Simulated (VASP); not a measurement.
# H21C10N3O2 in VASP: notebook

H21C10N3O2 is run at these levels: r2SCAN+D3(BJ); tasks: single point.

Program: VASP 6.6.1. These are calculated values, not measurements. Logs are shortened: lines on timing, memory, paths and dates and some standing lists are left out, and cuts for length are marked.

### 1 The cell of the first run

The cell holds a disordered packing, 36 atoms: a = 7.140 Å, b = 7.140 Å, c = 7.140 Å, α = 90.00°, β = 90.00°, γ = 90.00°.

### 2 Single point, r2SCAN+D3(BJ)

The input, POSCAR:

```
H21C10N3O2
1.0
    7.1400370000      0.0000000000      0.0000000000
    0.0000000000      7.1400370000      0.0000000000
    0.0000000000      0.0000000000      7.1400370000
C O H N
10 2 21 3
Direct
    0.8239873267      0.3266649739      0.9340567843
    0.8515081925      0.1830802838      0.7887214030
    0.1715397273      0.1475202439      0.2756988514
    0.2916091331      0.2323517371      0.1252094352
    0.4105440910      0.5132606456      0.5840445925
    0.4125468818      0.7120271225      0.5823219123
   -0.0436552360      0.5166079672      0.3676451537
   -0.0256021082      0.6813410071      0.4828966573
    0.4678407129      0.6832737701      1.0482998898
    0.6235261806      0.7926569568      1.1034956822
    1.0120815901      0.2505869367      0.6924613976
    0.4843952489      0.2362312688      0.2025339645
    1.0878375000      0.1475622605      0.6525036215
    0.8720122879      0.0228850355      0.8055000275
    0.7231615186      0.1913715573      0.6942541054
    0.7154164607      0.2676876885      1.0347705481
    0.9625160206      0.3822809322      0.9925578817
    0.7802620631      0.4589472015      0.8746453275
    0.5233446269      0.1148593488      0.1668758859
    0.2759089344      0.1471561002      0.0033193105
    0.2586961384      0.3706423370      0.0851116038
    0.0067646708      0.1336547696      0.2559510546
    0.2162033614     -0.0030672110      0.2793542947
    0.1940466135      0.2149428637      0.4164404190
    0.3977710480      0.4908517981      0.4365523596
    0.5477002430      0.4520844920      0.6108231652
    0.2952505708      0.4536110947      0.6669433226
   -0.0868062729      0.5588486446      0.2333041131
    0.1033888200      0.4596754891      0.3758103775
   -0.1123803700      0.4051799732      0.4427428037
    0.5569578981      0.5627841985      1.0241123400
    0.3877430887      0.6922092981      1.1663244882
    0.3895638076      0.7392818833      0.9339867567
    0.4164404190      0.8601075877      0.5279244351
    0.0003361327      0.8068305528      0.5893386827
    0.7649120026      0.8565221721      1.1404702805
```

The input, INCAR.step1:

```
PREC     = Accurate       # precision mode
ENCUT    = 520            # plane-wave cutoff, eV
ISMEAR   = -1             # smearing method
SIGMA    = 0.02           # smearing width, eV
LREAL    = Auto         
LASPH    = True           # aspherical terms in the spheres
NELM     = 60             # most SCF steps
NBANDS   = 68             # bands
GGA      = PE             # functional
ALGO     = Normal         # electronic algorithm
EDIFF    = 1E-4           # SCF threshold, eV
LWAVE    = True           # write WAVECAR
LCHARG   = False          # write CHGCAR
```

The input, INCAR.step2:

```
PREC     = Accurate       # precision mode
ENCUT    = 520            # plane-wave cutoff, eV
EDIFF    = 1E-6           # SCF threshold, eV
ISMEAR   = -1             # smearing method
SIGMA    = 0.02           # smearing width, eV
LREAL    = Auto         
LASPH    = True           # aspherical terms in the spheres
NELM     = 60             # most SCF steps
ALGO     = Normal         # electronic algorithm
ISIF     = 2              # what is computed and relaxed
LWAVE    = False          # write WAVECAR
LCHARG   = False          # write CHGCAR
METAGGA  = R2SCAN         # meta-GGA
LMIXTAU  = True         
IVDW     = 12             # dispersion correction
VDW_S6   = 1.0          
VDW_S8   = 0.78981345   
VDW_A1   = 0.49484001   
VDW_A2   = 5.73083694   
NBANDS   = 68             # bands
ISTART   = 1
```

The input, KPOINTS:

```
regular mesh
0
Gamma
  1 1 1
```

Potentials or basis: VASP PAW PBE potentials, release 64 (C, O, H, N).

Run with:

```bash
$ cat potpaw_PBE.64/C/POTCAR potpaw_PBE.64/O/POTCAR potpaw_PBE.64/H/POTCAR potpaw_PBE.64/N/POTCAR > POTCAR
$ cp INCAR.step1 INCAR
$ mpirun -np 1 vasp_gam > vasp.out
$ cp INCAR.step2 INCAR
$ mpirun -np 1 vasp_gam > vasp.out
```

OUTCAR:

```text
PREC = Accurate
   ENCUT = 520
   EDIFF = 1E-6
   ISMEAR = -1
   LREAL = Auto
   LASPH = True
   NELM = 60
   ISIF = 2
   METAGGA = R2SCAN
   IVDW = 12
   ISTART = 1
 IVDW          = 12

 ion  position               nearest neighbor table
   1  0.824  0.327  0.934-  18 1.08  16 1.14  17 1.14   2 1.47
   2  0.852  0.183  0.789-  15 1.14  14 1.16  11 1.42   1 1.47
   3  0.172  0.148  0.276-  23 1.12  24 1.13  22 1.19   4 1.50
   4  0.292  0.232  0.125-  21 1.05  20 1.07  12 1.48   3 1.50
   5  0.411  0.513  0.584-  25 1.07  26 1.09  27 1.10   6 1.42
   6  0.413  0.712  0.582-  34 1.13   5 1.42
   7  0.956  0.517  0.368-  28 1.05  30 1.08  29 1.13   8 1.44
   8  0.974  0.681  0.483-  35 1.19   7 1.44
   9  0.468  0.683  0.048-  32 1.02  33 1.07  31 1.08  10 1.41
  10  0.624  0.793  0.103-  36 1.14   9 1.41
  11  0.012  0.251  0.692-  13 0.96   2 1.42
  12  0.484  0.236  0.203-  19 0.95   4 1.48
  13  0.088  0.148  0.653-  11 0.96
  14  0.872  0.023  0.806-   2 1.16
  15  0.723  0.191  0.694-   2 1.14
  16  0.715  0.268  0.035-   1 1.14
  17  0.963  0.382  0.993-   1 1.14
  18  0.780  0.459  0.875-   1 1.08
[... 16 lines left out ...]
  35  0.000  0.807  0.589-   8 1.19
  36  0.765  0.857  0.140-  10 1.14

  LATTYP: Found a simple cubic cell.
 ALAT       =     7.1400370000

  Lattice vectors:

 A1 = (   7.1400370000,   0.0000000000,   0.0000000000)
 A2 = (   0.0000000000,   7.1400370000,   0.0000000000)
 A3 = (   0.0000000000,   0.0000000000,   7.1400370000)

Analysis of symmetry for initial positions (statically):
=====================================================================
 Subroutine PRICEL returns:
 Original cell was already a primitive cell.

 Routine SETGRP: Setting up the symmetry group for a
 simple cubic supercell.

 Subroutine GETGRP returns: Found  1 space group operations
 (whereof  1 operations were pure point group operations)
 out of a pool of 48 trial point group operations.

The static configuration has the point symmetry C_1 .

Analysis of symmetry for dynamics (positions and initial velocities):
=====================================================================
 Subroutine PRICEL returns:
 Original cell was already a primitive cell.

 Routine SETGRP: Setting up the symmetry group for a
 simple cubic supercell.

 Subroutine GETGRP returns: Found  1 space group operations
 (whereof  1 operations were pure point group operations)
 out of a pool of 48 trial point group operations.

The dynamic configuration has the point symmetry C_1 .

 Subroutine INISYM returns: Found  1 space group operations
 (whereof  1 operations are pure point group operations),
 and found     1 'primitive' translations

----------------------------------------------------------------------------------------

                                     Primitive cell

  volume of cell :     364.0000

  direct lattice vectors                    reciprocal lattice vectors
     7.140037000  0.000000000  0.000000000     0.140055297  0.000000000  0.000000000
     0.000000000  7.140037000  0.000000000     0.000000000  0.140055297  0.000000000
     0.000000000  0.000000000  7.140037000     0.000000000  0.000000000  0.140055297

  length of vectors
     7.140037000  7.140037000  7.140037000     0.140055297  0.140055297  0.140055297

  position of ions in fractional coordinates (direct lattice)
     0.823987327  0.326664974  0.934056784
     0.851508192  0.183080284  0.788721403
     0.171539727  0.147520244  0.275698851
     0.291609133  0.232351737  0.125209435
     0.410544091  0.513260646  0.584044592
     0.412546882  0.712027122  0.582321912
[... 28 lines left out ...]
     0.000336133  0.806830553  0.589338683
     0.764912003  0.856522172  0.140470280

  ion indices of the primitive-cell ions
   primitive index   ion index
                 1           1
                 2           2
                 3           3
                 4           4
                 5           5
                 6           6
[... 28 lines left out ...]
                35          35
                36          36

----------------------------------------------------------------------------------------

 KPOINTS: regular mesh

Automatic generation of k-mesh.
 Grid dimensions read from file:
 generate k-points for:    1    1    1

 Generating k-lattice:

  Cartesian coordinates                     Fractional coordinates (reciprocal lattice)
     0.140055297  0.000000000  0.000000000     1.000000000  0.000000000  0.000000000
     0.000000000  0.140055297  0.000000000     0.000000000  1.000000000  0.000000000
     0.000000000  0.000000000  0.140055297     0.000000000  0.000000000  1.000000000

  Length of vectors
     0.140055297  0.140055297  0.140055297

  Shift w.r.t. Gamma in fractional coordinates (k-lattice)
     0.000000000  0.000000000  0.000000000

 Subroutine IBZKPT returns following result:
 ===========================================

 Found      1 irreducible k-points:

 Following reciprocal coordinates:
            Coordinates               Weight
  0.000000  0.000000  0.000000      1.000000
   k-points           NKPTS =      1   k-points in BZ     NKDIM =      1   number of bands    NBANDS=     68
   number of dos      NEDOS =    301   number of ions     NIONS =     36
   total plane-waves  NPLWV = 157464
   dimension x,y,z NGX =    54 NGY =   54 NGZ =   54
   dimension x,y,z NGXF=   108 NGYF=  108 NGZF=  108
   ions per type =              10   2  21   3
   NGX,Y,Z   is equivalent  to a cutoff of  12.57, 12.57, 12.57 a.u.
   NGXF,Y,Z  is equivalent  to a cutoff of  25.15, 25.15, 25.15 a.u.
 SYSTEM =  unknown system
   PREC   = accura    normal or accurate (medium, high low for compatibility)
   ISTART =      1    job   : 0-new  1-cont  2-samecut
   ICHARG =      0    charge: 1-file 2-atom 10-const
   ISPIN  =      1    spin polarized calculation?
   LNONCOLLINEAR =      F non collinear calculations
   LSORBIT =      F    spin-orbit coupling
   LASPH  =      T    aspherical Exc in radial PAW
   ENCUT  =  520.0 eV  38.22 Ry    6.18 a.u.  13.28 13.28 13.28*2*pi/ulx,y,z
   NELM   =     60;   NELMIN=  2; NELMDL=  0     # of ELM steps
   EDIFF  = 0.1E-05   stopping-criterion for ELM
   LREAL  =      T    real-space projection
   EDIFFG = 0.1E-04   stopping-criterion for IOM
   NSW    =      0    number of steps for IOM
   IBRION =     -1    ionic relax: 0-MD 1-quasi-New 2-CG
   NFREE  =      0    steps in history (QN), initial steepest desc. (CG)
   ISIF   =      2    stress and relaxation
   ISYM   =      2    0-nonsym 1-usesym 2-fastsym
   POTIM  = 0.5000    time-step for ionic-motion
   TEBEG  =    0.0;   TEEND  =   0.0 temperature during run
   PSTRESS=    0.0 pullay stress
   NELECT =      88.0000    total number of electrons
   NUPDOWN=      -1.0000    fix difference up-down
   EMIN   =  10.00;   EMAX   =-10.00  energy-range for DOS
   EFERMI =   0.00;   METHOD = LEGACY
   ISMEAR =    -1;   SIGMA  =   0.02  broadening in eV -4-tet -1-fermi 0-gaus
   EFERMI_NEDOS =   21; number of points for ismear=-14 and -15
   IALGO  =     38    algorithm
   IMIX   =      4    mixing-type and parameters
     AMIX     =   0.40;   BMIX     =  1.00
     AMIX_MAG =   1.60;   BMIX_MAG =  1.00
  volume/ion in A,a.u.               =      10.11        68.23
  Fermi-wavevector in a.u.,A,eV,Ry     =   1.019848  1.927232 14.151270  1.040089
  Thomas-Fermi vector in A             =   2.153384
   LORBIT       =      0    0 simple, 1 ext, 2 COOP (PROOUT), +10 PAW based schemes
   METAGGA = R2SCAN    functional components
   LHFCALC =     F    Hartree Fock is set to
   AEXX    =    0.0000 exact exchange contribution
   IVDW    =    12    specifies the selected vdW correction
   LEPSILON=     F    determine dielectric tensor
   LRPA    =     F    only Hartree local field effects (RPA)
 non-spin polarized calculation
  energy-cutoff  :      520.00
  volume of cell :      364.00
 maximum number of plane-waves:      4898
 NGX is ok and might be reduce to    54
   NGX = 27   NGY = 27   NGZ = 27

 number of electron      87.9999993 magnetization

 Free energy of the ion-electron system (eV)
  ---------------------------------------------------
  ext. energy  EPLUGINS =         0.00000000
  ---------------------------------------------------
  free energy    TOTEN  =      -214.20575764 eV

  energy without entropy =     -214.20575764  energy(sigma->0) =     -214.20575764

 E-fermi :  -1.8486     XC(G=0):  -7.5831

 val. band max:       -2.4339730152   @ k =   0.0000   0.0000   0.0000
 cond. band min:       2.6088950900   @ k =   0.0000   0.0000   0.0000
 fundamental gap:      5.0428681052
 Fermi energy:        -1.8485542143

 k-point     1 :       0.0000    0.0000    0.0000
  band No.  band energies     occupation
      1     -23.0954      2.00000
      2     -23.0588      2.00000
      3     -20.6464      2.00000
      4     -20.3984      2.00000
      5     -19.5323      2.00000
      6     -17.2984      2.00000
[... 48 lines left out ...]
     55       5.3856      0.00000
     56       5.4849      0.00000
 [bands above 56 left out]

------------------------ aborting loop because EDIFF is reached ----------------------------------------

 Edisp (eV)   -0.90751

 E8    (eV) :    -0.1514

  FORCE on cell =-STRESS in cart. coord.  units (eV):
  Direction    XX          YY          ZZ          XY          YZ          ZX
  --------------------------------------------------------------------------------------
  -------------------------------------------------------------------------------------
  Total       1.31411     7.07147     7.88531    -0.40475    -2.87594    -3.35597
  in kB       5.78417    31.12567    34.70787    -1.78154   -12.65868   -14.77160
  external pressure =       23.87 kB  Pullay stress =        0.00 kB

 VOLUME and BASIS-vectors are now :
 -----------------------------------------------------------------------------
  energy-cutoff  :      520.00
  volume of cell :      364.00
      direct lattice vectors                 reciprocal lattice vectors
     7.140037000  0.000000000  0.000000000     0.140055297  0.000000000  0.000000000
     0.000000000  7.140037000  0.000000000     0.000000000  0.140055297  0.000000000
     0.000000000  0.000000000  7.140037000     0.000000000  0.000000000  0.140055297

 POSITION                                       TOTAL-FORCE (eV/Angst)
 -----------------------------------------------------------------------------------
      5.88330      2.33240      6.66920         0.154770     -0.160906      2.570064
      6.07980      1.30720      5.63150        -0.317627     -1.340266     -2.072641
      1.22480      1.05330      1.96850        -2.194379     -1.453311      0.693773
      2.08210      1.65900      0.89400         0.256120     -0.190927      1.696077
      2.93130      3.66470      4.17010         0.150484     -0.514311      0.501707
      2.94560      5.08390      4.15780         0.307167     -2.888978      0.699898
[... 28 lines left out ...]
      0.00240      5.76080      4.20790        -0.728360     -2.467880     -2.244575
      5.46150      6.11560      1.00296         2.281170      1.415264      0.833947
 -----------------------------------------------------------------------------------
    total drift:                                0.008248     -0.042613     -0.020076

  FREE ENERGIE OF THE ION-ELECTRON SYSTEM (eV)
  ---------------------------------------------------
  free  energy   TOTEN  =      -215.1132673318 eV

  energy  without entropy=     -215.1132673318  energy(sigma->0) =     -215.11326733
```

Run time: 4.4 min. Hardware: 1 thread of AMD EPYC 7R13 (Zen 3), shared host; peak memory 0.42 GiB.

Results:

- Free energy: -215.1133 eV
- Pressure: 2.4 GPa
- Largest force: 4.411 eV/Å
- Band gap on the k mesh: 5.04 eV
- Dispersion energy per atom: -0.025 eV

Forces in eV/Å, atoms in the order of the input:
```
C    0.155 -0.161  2.570
C   -0.318 -1.340 -2.073
C   -2.194 -1.453  0.694
C    0.256 -0.191  1.696
C    0.150 -0.514  0.502
C    0.307 -2.889  0.700
C    2.385  0.190  1.746
C    0.150  2.642  2.836
C    1.822  0.541 -0.878
C   -0.916  0.505 -1.045
O    0.790  0.278 -0.807
O   -1.612  0.667 -0.987
H    0.012 -0.606 -0.275
H   -0.343  2.000  0.968
H    0.766 -0.233  0.250
H    1.231  1.264 -0.320
H   -1.223 -1.409  0.119
H   -0.785  0.140 -0.615
H    1.084 -1.087  0.306
H    0.438 -0.470 -0.951
H   -0.335  1.341 -0.153
H    2.442  0.566 -0.173
H   -0.254  0.904  0.546
H    0.097 -0.697 -1.090
H   -0.562 -0.942 -0.798
H   -0.061  0.009  0.651
H    0.347 -0.074 -0.250
H   -0.485 -0.208 -1.228
H   -0.921  0.402 -0.856
H   -0.872 -0.134 -0.131
H   -1.329 -1.375 -0.277
H   -2.050 -1.057  2.220
H   -0.052  0.101 -0.806
N    0.326  4.345 -0.682
N   -0.728 -2.468 -2.245
N    2.281  1.415  0.834
```

Stress tensor (GPa, compression positive):
```
 0.58 -0.18 -1.48
-0.18  3.11 -1.27
-1.48 -1.27  3.47
```

Caveat: the k points lie up to 0.88 Å⁻¹ apart; the atoms stand as in a frame of molecular dynamics; the PAW data sets were made with another functional, which shifts forces and pressure a little.

### 3 Single point, r2SCAN+D3(BJ)

The input, POSCAR:

```
H21C10N3O2
1.0
    7.1400370000      0.0000000000      0.0000000000
    0.0000000000      7.1400370000      0.0000000000
    0.0000000000      0.0000000000      7.1400370000
C O H N
10 2 21 3
Direct
    0.8126148366      0.3489617771      0.9446869813
    0.8549535528      0.1955171941      0.8019426230
    0.1821979354      0.1169741837      0.2859368936
    0.2881637728      0.2370996117      0.1506434771
    0.3772949636      0.5047032669      0.5803331271
    0.4324347339      0.7116209622      0.5395490247
   -0.0470585797      0.5259076389      0.3728412052
   -0.0096918265      0.6684979364      0.5159076907
    0.4612020918      0.6884558161      1.0347145260
    0.6367614061      0.7917886140      1.0958346574
    0.9808772700      0.2707829105      0.6671113889
    0.4967621316      0.2155731126      0.1944667794
    1.0512550565      0.1628002768      0.6257950764
    0.9106955608      0.0704758253      0.8675445239
    0.7328953617      0.1423522035      0.7241279002
    0.7486795937      0.2744523593      1.0604146729
    0.9496449388      0.3818327552      1.0104149320
    0.7555983253      0.4825885356      0.8930766045
    0.4686250225      0.1659795320      0.3156006054
    0.2580658896      0.2128560398     -0.0008823484
    0.2542703910      0.3902220675      0.1543829535
    0.0404619752      0.1534305775      0.2779677472
    0.1576042253     -0.0377308969      0.2634720240
    0.2298587528      0.1435006569      0.4235412225
    0.3571410064      0.4320705901      0.4435131078
    0.4935968819      0.4419865051      0.6619853651
    0.2411892263      0.5007957242      0.6610890112
   -0.0975765252      0.5976579673      0.2485281239
    0.0814421550      0.4570844661      0.3486816665
   -0.1482905481      0.4195636521      0.4263983506
    0.5199552887      0.5581343626      0.9998407571
    0.3793957930      0.6769432707      1.1751759830
    0.3748580014      0.7747859010      0.9352472543
    0.4707818741      0.8694632815      0.5361876976
    0.0135153361      0.8118165214      0.5925879656
    0.7650660634      0.8756257145      1.1477391504
```

The input, INCAR.step1:

```
ALGO = Normal
EDIFF = 1E-4
ENCUT = 520
GGA = PE
ISMEAR = -1
LASPH = T
LCHARG = F
LREAL = Auto
LWAVE = T
NBANDS = 68
NELM = 80
PREC = Accurate
SIGMA = 0.02
```

The input, INCAR.step2:

```
ALGO = Normal
EDIFF = 1E-6
ENCUT = 520
ISIF = 2
ISMEAR = -1
ISTART = 1
IVDW = 12
LASPH = T
LCHARG = F
LMIXTAU = T
LREAL = Auto
LWAVE = F
METAGGA = R2SCAN
NBANDS = 68
NELM = 80
PREC = Accurate
SIGMA = 0.02
VDW_A1 = 0.49484001
VDW_A2 = 5.73083694
VDW_S6 = 1.0
VDW_S8 = 0.78981345
```

The input, KPOINTS:

```
k-points
0
Gamma
  1 1 1
```

Potentials or basis: VASP PAW PBE potentials, release 64 (C, O, H, N).

Run with:

```bash
$ cat potpaw_PBE.64/C/POTCAR potpaw_PBE.64/O/POTCAR potpaw_PBE.64/H/POTCAR potpaw_PBE.64/N/POTCAR > POTCAR
$ cp INCAR.step1 INCAR
$ mpirun -np 1 vasp_gam > vasp.out
$ cp INCAR.step2 INCAR
$ mpirun -np 1 vasp_gam > vasp.out
```

Run time: 4.4 min. Hardware: 1 thread of AMD EPYC 7R13 (Zen 3), shared host; peak memory 0.42 GiB.

The run converged. Its results:

```yaml
Free_energy: -215.8394 eV
Pressure: -1.3 GPa
Largest_force: 4.153 eV/Å
Band_gap_on_the_k_mesh: 5.25 eV
Dispersion_energy_per_atom: -0.025 eV
```

Forces in eV/Å, atoms in the order of the input:
```
C    1.791 -1.118  0.439
C   -0.955  0.741 -0.229
C   -0.772 -1.240 -1.457
C    1.487  0.367 -1.424
C    0.189  1.827 -0.457
C   -0.639 -1.989  1.158
C   -1.239  0.328  1.411
C   -0.560  1.823 -0.438
C    0.190  2.854  3.011
C   -1.960 -0.116 -0.737
O    0.951 -0.531 -0.020
O   -2.758  0.507 -0.706
H   -0.003  0.033 -0.314
H    0.341  0.006  0.393
H   -0.336  0.246  0.227
H   -1.077  0.613  0.041
H   -0.164  0.278 -0.527
H   -0.147 -0.670  0.050
H    1.291 -0.632  0.802
H    0.488 -0.650  0.584
H    0.087 -0.666  0.682
H   -1.748  0.867  0.191
H    1.288  1.002 -0.160
H    0.401 -0.063  1.251
H    0.327  0.306  0.836
H   -0.502  0.092 -0.419
H    1.135  0.086 -0.532
H    0.011  0.053 -0.017
H    0.775 -0.683 -0.393
H    0.524  0.621 -0.421
H   -0.438 -1.486 -0.900
H    0.786 -0.060 -1.831
H    0.870 -0.948  0.386
N    0.055 -0.285 -0.304
N   -0.139 -1.525 -0.199
N    0.451  0.013  0.022
```

Stress tensor (GPa, compression positive):
```
 0.09 -2.04 -1.38
-2.04 -3.76  0.62
-1.38  0.62 -0.14
```

Levels at points of the mesh, in eV from the valence-band top:
```
           k point  band 42  band 43  band 44  band 45  band 46  band 47
(0.00, 0.00, 0.00)    -1.52    -0.37     0.00     5.25     5.73     5.84
```

Caveat: the k points lie up to 0.88 Å⁻¹ apart; the atoms stand as in a frame of molecular dynamics; the PAW data sets were made with another functional, which shifts forces and pressure a little.
